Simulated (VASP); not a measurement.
## Be3GaSb3: relaxation of cell and atoms with PBE

The system is Be3GaSb3.

```xyz
7
Lattice="7.8479 0.0000 0.0000 -3.9239 6.7964 0.0000 0.0000 0.0000 4.9522" Properties=species:S:1:pos:R:3 pbc="T T T"
Be    3.9239    0.0000    0.0000
Be   -1.9620    3.3982    0.0000
Be    1.9620    3.3982    0.0000
Ga    0.0000    0.0000    0.0000
Sb    0.0000    4.5310    0.0000
Sb    3.9239    2.2655    0.0000
Sb    0.0000    0.0000    2.4761
```

```yaml
Program: VASP 6.6.1
Task: relaxation of cell and atoms
Functional: PBE
Potentials_or_basis: VASP PAW PBE potentials, release 64 (Be, Ga_d, Sb)
Cutoff: 600 eV
k_mesh: 6 × 6 × 8
Occupations: gaussian, width 0.1 eV
Spin: no spin polarisation
Dipole_correction: no
Further_INCAR_settings: ALGO = Normal; EDIFF = 1e-06; IBRION = 2; EDIFFG = -0.01; NSW = 100; ISIF = 3
```

- Relaxed volume: 38.96 Å³/atom
- Relaxed cell: a = 7.862 Å, b = 7.862 Å, c = 5.095 Å, α = 90.00°, β = 90.00°, γ = 120.00°
- Space group after relaxing (to 0.05 Å): P6/mmm (No. 191)
- Energy gained by relaxing: 6.7 meV/atom
- Ionic steps: 5
- Pressure after relaxing: 0.0 GPa
- Band gap on the k mesh: zero (band 17 reaches 1.09 eV, above the bottom of band 18 at 0.38 eV)

Step by step:
| step | energy change (eV) | largest force (eV/Å) | pressure (GPa) | volume (Å³) |
| --- | --- | --- | --- | --- |
| 1 | 0.0000 | 0.0000 | 0.81 | 264.14 |
| 2 | -0.0453 | 0.0000 | 0.10 | 271.42 |
| 3 | -0.0469 | 0.0000 | -0.06 | 273.31 |
| 4 | -0.0469 | 0.0000 | -0.04 | 273.12 |
| 5 | -0.0470 | 0.0000 | 0.00 | 272.71 |

Final structure:
```
Be Ga Sb
1.0
     7.86153    0.00000    0.00000
    -3.93077    6.80829    0.00000
     0.00000    0.00000    5.09508
Be Ga Sb
3 1 3
Direct
  0.50000 0.00000 0.00000
  0.00000 0.50000 0.00000
  0.50000 0.50000 0.00000
  0.00000 0.00000 0.00000
  0.33333 0.66667 0.00000
  0.66667 0.33333 0.00000
  0.00000 0.00000 0.50000
```

Levels at points of the mesh, in eV from the Fermi level:
```
           k point  band 15  band 16  band 17  band 18  band 19  band 20
(0.00, 0.00, 0.00)    -0.86    -0.86    -0.80     0.58     2.25     2.44
(0.50, 0.00, 0.00)    -0.92    -0.90    -0.53    -0.09     1.51     2.12
(0.00, 0.00, 0.50)    -0.23    -0.07    -0.07     0.74     0.74     1.84
(0.50, 0.00, 0.50)    -0.95    -0.16     0.30     0.79     1.20     1.66
```

Wall time 6 min on 1 thread of AMD EPYC 9R45 96-Core Processor (Zen 5), on a shared host, peak memory 0.58 GiB.

Caveat: spin-orbit coupling is left out, which moves the levels of the heavy elements.
